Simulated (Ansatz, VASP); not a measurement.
**Ti in VASP and in Ansatz**

Contents of INCAR:

```
SYSTEM = Ti
PREC = Accurate ; ENCUT = 520
EDIFF = 1E-6 ; ISMEAR = 0
SIGMA = 0.15 ; LREAL = .False.
LASPH = .True. ; NELM = 60
ALGO = Fast ; ISIF = 2
LWAVE = .False. ; LCHARG = .False.
GGA = PE ; NBANDS = 19
```

File KPOINTS:

```
Automatic mesh
0
Gamma
  14 14 14
  0 0 0
```

Contents of POSCAR:

```
Ti
1.0
    0.0000000000     -3.2552372153      0.0000000000
   -3.2552372153      0.0000000000      0.0000000000
    0.0000000000      0.0000000000     -3.2552372153
Ti
2
Direct
    0.5237156296      0.5237156296      0.5000000000
   -0.0237156296     -0.0237156296      0.0000000000
```

Input for Ansatz:

```yaml
crystal:
  lattice:
    - [0.0, -3.2552372153, 0.0]
    - [-3.2552372153, 0.0, 0.0]
    - [0.0, 0.0, -3.2552372153]
  atoms:
    - { symbol: Ti, position: [0.5237156296, 0.5237156296, 0.5] }
    - { symbol: Ti, position: [-0.0237156296, -0.0237156296, 0.0] }
basis:
  ecutwfc: 520.0
kpoints:
  mp_grid: { grid: [14, 14, 14] }
hamiltonian:
  xc: pbe
  pseudopotentials: { kind: paw, azcp: { folder: soft_1 } }
scf:
  occupations: { method: gaussian, width: 0.15 }
output:
  forces: true
  stress: true
  eigenvalues: true
```

Change from the starting cell: mode 4 frozen in at -0.077 Å and mode 5 at -0.077 Å (largest displacements).

Alike in both runs: task single point; functional PBE; k mesh 14 × 14 × 14; occupations gaussian, width 0.15 eV; no spin polarisation.

```csv
,VASP,Ansatz
version,VASP 6.6.1,Ansatz 0.2.0
potentials or method,"VASP PAW PBE potentials, release 64 (Ti_sv), cutoff 520 eV","scalar-relativistic, plane waves, PAW"
valence electrons in the cell,24,24
```

|  | VASP | Ansatz | Ansatz less VASP |
| --- | --- | --- | --- |
| gap on the k mesh at the Fermi level (eV) | none | none | - |
| pressure (GPa) | 0.7 | 1.4 | +0.62 |
| traceless stress, the component that is largest in VASP (GPa) | 1.70 | 1.67 | -0.030 |
| rms of the force components (eV/Å) | 0.645 | 0.644 | -0.0006 |

Atom by atom the forces differ by 0.001 eV/Å (rms over components). A gap of «none» marks a metal or a gap that the smearing closes. The functional is the same, so the differences come from potentials, cutoffs and numerics.
